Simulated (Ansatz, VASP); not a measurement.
## Two plane-wave programs on BaLiF3

File INCAR:

```
  PREC = Accurate
  ENCUT = 520
  EDIFF = 1E-6
  ISMEAR = 0
  SIGMA = 0.05
  LREAL = F
  LASPH = T
  NELM = 100
  ALGO = Normal
  ISIF = 2
  LWAVE = F
  LCHARG = T
  GGA = CA
  LELF = T
  LVHAR = T
  NBANDS = 25
```

The input KPOINTS:

```
Automatic mesh
0
Gamma
  6 6 6
```

POSCAR

```
BaLiF3
1.0
    3.5897234760      0.0000000000      0.0000000000
    0.0000000000      3.5897234760      0.0000000000
    0.0000000000      0.0000000000      3.9885816400
Ba Li F
1 1 3
Direct
    0.0000000000      0.0000000000      0.0000000000
    0.5000000000      0.5000000000      0.5000000000
    0.0000000000      0.5000000000      0.5000000000
    0.5000000000      0.5000000000      0.0000000000
    0.5000000000      0.0000000000      0.5000000000
```

Input for Ansatz:

```yaml
crystal:
  lattice:
    - [3.589723476, 0.0, 0.0]
    - [0.0, 3.589723476, 0.0]
    - [0.0, 0.0, 3.98858164]
  atoms:
    - { symbol: Ba, position: [0.0, 0.0, 0.0] }
    - { symbol: Li, position: [0.5, 0.5, 0.5] }
    - { symbol: F, position: [0.0, 0.5, 0.5] }
    - { symbol: F, position: [0.5, 0.5, 0.0] }
    - { symbol: F, position: [0.5, 0.0, 0.5] }
basis:
  ecutwfc: 420
kpoints:
  mp_grid: { grid: [6, 6, 6] }
hamiltonian:
  xc: lda
scf:
  occupations: { method: gaussian, width: 0.05 }
output:
  forces: true
  stress: true
  eigenvalues: true
```

Change from the starting cell: strain -0.1000 x Voigt [1, 1, 0, 0, 0, 0], atoms carried along.

Alike in both runs: task single point; functional LDA; k mesh 6 × 6 × 6; occupations gaussian, width 0.05 eV; no spin polarisation.

```csv
,VASP,Ansatz
version,VASP 6.6.1,Ansatz 0.2.0
potentials or method,"VASP PAW LDA potentials, release 64 (Ba_sv, Li_sv, F), cutoff 520 eV","scalar-relativistic, plane waves, PAW"
valence electrons in the cell,34,34
```

```csv
,VASP,Ansatz,Ansatz less VASP
gap on the k mesh at the Fermi level (eV),5.81,5.97,+0.160
least direct gap on the mesh (eV),5.90,6.04,+0.139
```

LDA's correlation is that of Perdew and Zunger in VASP and of Perdew and Wang (1992) in Ansatz.

Spin-orbit coupling is off throughout. Noted on VASP's run: the cutoff is short for stress, so the pressure is rough.
